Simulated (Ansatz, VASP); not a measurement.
**InP: VASP beside Ansatz**

The input INCAR:

```
ALGO = Normal
EDIFF = 1E-6
ENCUT = 520
GGA = PE
ISIF = 2
ISMEAR = -1
LASPH = True
LCHARG = False
LREAL = False
LWAVE = False
NBANDS = 16
NELM = 60
PREC = Accurate
SIGMA = 0.03
```

The input KPOINTS:

```
k-points
0
Gamma
  11 11 11
```

POSCAR

```
InP
1.0
    0.0000000000      2.9305000000      2.9305000000
    2.9305000000      0.0000000000      2.9305000000
    2.9305000000      2.9305000000      0.0000000000
In P
1 1
Direct
    0.0000000000      0.0000000000      0.0000000000
    0.7500000000      0.7500000000      0.7500000000
```

Input for Ansatz:

```yaml
crystal:
  lattice:
    - [0.0, 2.9305, 2.9305]
    - [2.9305, 0.0, 2.9305]
    - [2.9305, 2.9305, 0.0]
  atoms:
    - { symbol: In, position: [0.0, 0.0, 0.0] }
    - { symbol: P, position: [0.75, 0.75, 0.75] }
kpoints:
  mp_grid: { grid: [11, 11, 11] }
  band_path:
    path:
      - [0.0, 0.0, 0.0]
      - [-0.5, -0.5, 0.0]
      - [-0.375, -0.375, 0.25]
      - [-0.375, 0.0, 0.375]
      - [0.0, 0.0, 0.0]
      - [0.0, 0.0, 0.5]
      - [-0.5, -0.25, 0.25]
      - [-0.5, -0.5, 0.0]
    npoints: 5
scf:
  occupations: { method: fermi_dirac, width: 0.03 }
hamiltonian:
  xc: pbe
  pseudopotentials:
    kind: all_electron
    lapw: { basis_error: 0.00025 }
    relativity: none
output:
  forces: true
  stress: true
  eigenvalues: true
```

Alike in both runs: task single point; functional PBE; k mesh 11 × 11 × 11; occupations fermi-dirac, width 0.03 eV; no spin polarisation.

```csv
,VASP,Ansatz
version,VASP 6.6.1,Ansatz 0.2.0
potentials or method,"VASP PAW PBE potentials, release 64 (In_d, P), cutoff 520 eV","all-electron LAPW, non-relativistic"
```

```csv
,VASP,Ansatz,Ansatz less VASP
gap on the k mesh at the Fermi level (eV),0.71,1.25,+0.540
pressure (GPa),3.3,4.8,+1.55
```

One of these differences is far larger than is usual between the two programs; its cause wasn't traced. Ansatz ran all-electron here, and VASP with PAW potentials.
